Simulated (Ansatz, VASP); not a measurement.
## Two plane-wave programs on MnO

The input INCAR:

```
SYSTEM = MnO
PREC = Accurate ; ENCUT = 520
EDIFF = 1E-6 ; ISMEAR = 0
SIGMA = 0.05 ; LREAL = .False.
LASPH = .True. ; NELM = 150
ALGO = Normal ; ISIF = 2
LWAVE = .False. ; LCHARG = .False.
ISPIN = 2 ; MAGMOM = 5 -5 0 0
LORBIT = 11 ; LMAXMIX = 4
LDAU = .True. ; LDAUTYPE = 2
LDAUL = 2 -1 ; LDAUU = 3.9 0
LDAUJ = 0 0 ; LDAUPRINT = 1
GGA = PE ; NBANDS = 31
```

File KPOINTS:

```
regular mesh
0
Gamma
  12 12 6
  0 0 0
```

Contents of POSCAR:

```
MnO
1.0
    0.0000000000      2.2664570858      2.2664570858
    4.5329141716      2.2664570858      2.2664570858
    4.5329141716      4.5329141716      0.0000000000
Mn O
2 2
Direct
    0.0000000000      0.0000000000      0.0000000000
    0.0000000000      0.0000000000      0.5000000000
    0.5000000000      0.5000000000      0.0000000000
    0.5000000000      0.5000000000      0.5000000000
```

Input for Ansatz:

```yaml
crystal:
  lattice:
    - [0.0, 2.2664570858, 2.2664570858]
    - [4.5329141716, 2.2664570858, 2.2664570858]
    - [4.5329141716, 4.5329141716, 0.0]
  atoms:
    - { symbol: Mn, position: [0.0, 0.0, 0.0], spin: 5.0 }
    - { symbol: O, position: [0.5, 0.5, 0.0] }
    - { symbol: Mn, position: [0.0, 0.0, 0.5], spin: -5.0 }
    - { symbol: O, position: [0.5, 0.5, 0.5] }
basis:
  ecutwfc: 420
  ecutrho_ratio: 4
kpoints:
  mp_grid: { grid: [12, 12, 6] }
hamiltonian:
  xc: pbe
  hubbard: { sites: [{ species: Mn, l: d, u_eff: 3.9 }] }
scf:
  occupations: { method: gaussian, width: 0.05 }
  lower_state_search: "off"
output:
  forces: true
  stress: true
  eigenvalues: true
  populations: true
  hubbard: { sites: [{ species: Mn, l: d }] }
magnetization:
  spin_polarized: true
checkpoint:
  read: start.run
  write: ck
  compress: false
  write_wavefunctions: false
  write_every: 100000
```

Alike in both runs: task single point; functional PBE; k mesh 12 × 12 × 6; occupations gaussian, width 0.05 eV; collinear spin; Hubbard terms Mn d U = 3.9 eV.

|  | VASP | Ansatz |
| --- | --- | --- |
| version | VASP 6.6.1 | Ansatz 0.2.0 |
| potentials or method | VASP PAW PBE potentials, release 64 (Mn_pv, O), cutoff 520 eV | scalar-relativistic, plane waves, PAW |
| valence electrons in the cell | 38 | 42 |

|  | VASP | Ansatz | Ansatz less VASP |
| --- | --- | --- | --- |
| gap on the k mesh at the Fermi level (eV) | 0.63 | 0.56 | -0.075 |
| least direct gap on the mesh (eV) | 2.94 | 2.85 | -0.090 |
| pressure (GPa) | -2.8 | -1.2 | +1.56 |
| net moment per atom (μB) | 0.00 | 0.00 | 0.000 |
| size of the moment on the site where the two differ most (μB) | 4.62 | 4.31 | -0.311 |

Site moments also hang on the region over which each program counts them. The programs project onto different local orbitals, so the same U acts differently, and such runs can settle in different states. VASP's potentials hold 38 valence electrons a cell and Ansatz's 42, so a difference there can come from the potentials and not from the codes. Ansatz's warnings: stability check not made.
